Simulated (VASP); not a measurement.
Here is a VASP 6.6.1 calculation.

The input INCAR:

```
  PREC = Accurate
  ENCUT = 520
  EDIFF = 1E-7
  ISMEAR = 0
  SIGMA = 0.02
  LREAL = Auto
  LASPH = T
  NELM = 150
  ALGO = Normal
  ISIF = 2
  LWAVE = F
  LCHARG = T
  ISPIN = 2
  MAGMOM = 0 0 0 0 0 0 0 0 0 0 0 0 0 0 0 0 0 0 0 0
  LORBIT = 11
  GGA = PS
  LELF = T
  LVHAR = T
  NBANDS = 60
```

File KPOINTS:

```
Automatic mesh
0
Gamma
  2 2 1
```

Contents of POSCAR:

```
HC18O
1.0
    7.3980000000      0.0000000000      0.0000000000
   -3.6990000000      6.4068560000      0.0000000000
    0.0000000000      0.0000000000     11.0000000000
C O H
18 1 1
Direct
   -0.0098357523     -0.0031940783      0.0801637273
    0.2121232453      0.1077709566      0.0805090000
   -0.0091945463      0.3304862791      0.0853674545
    0.2110099440      0.4389363519      0.0924666364
   -0.0089598045      0.6639476523      0.0852330909
    0.2109762372      0.7760016770      0.0924221818
    0.3230222119     -0.0040693907      0.0852413636
    0.5460538082      0.1085847723      0.0870401818
    0.3228952570      0.3305071942      0.0849759091
    0.5460125269      0.4409574681      0.0866528182
    0.3233015337      0.6636790338      0.1298255455
    0.5480444548      0.7759667144      0.0924811818
    0.6564950407     -0.0038212190      0.0853773636
    0.8790862981      0.1079014418      0.0807713636
    0.6568436032      0.3301346245      0.0864770909
    0.8783835234      0.4409214129      0.0870549091
    0.6564596629      0.6640701773      0.0849825455
    0.8792084331      0.7748550927      0.0805181818
    0.3169451749      0.6698076248      0.2640111818
    0.3895005199      0.5993535675      0.2947920909
```

Potentials or basis: VASP PAW PBE potentials, release 64 (C, O, H).

Run with:

```sh
$ cat potpaw_PBE.64/C/POTCAR potpaw_PBE.64/O/POTCAR potpaw_PBE.64/H/POTCAR > POTCAR
$ mpirun -np 1 vasp_std > vasp.out
```

Task: Estimate the net moment.

Result: 0.00 μB per cell.

Task: Predict the largest force.

Result: 0.130 eV/Å.

Forces in eV/Å, atoms in the order of the input:
```
C    0.003  0.002 -0.008
C   -0.004  0.003 -0.003
C   -0.014  0.001  0.004
C    0.002  0.025 -0.001
C   -0.007 -0.005  0.000
C    0.016 -0.008 -0.010
C    0.007  0.002 -0.006
C    0.000 -0.001  0.001
C    0.008 -0.003  0.000
C    0.009 -0.003  0.001
C   -0.010  0.005 -0.106
C   -0.021 -0.011 -0.003
C   -0.002  0.007 -0.002
C   -0.001  0.002 -0.005
C   -0.001  0.004 -0.002
C    0.000 -0.005 -0.005
C    0.008 -0.005  0.000
C   -0.005 -0.007  0.000
O   -0.081  0.051  0.072
H    0.093 -0.054  0.073
```

Caveat: the k points lie up to 0.49 Å⁻¹ apart; there is no dipole correction, which matters where the two faces differ; no moment was typed at the start, so none could form; the PAW data sets were made with another functional, which shifts forces and pressure a little.
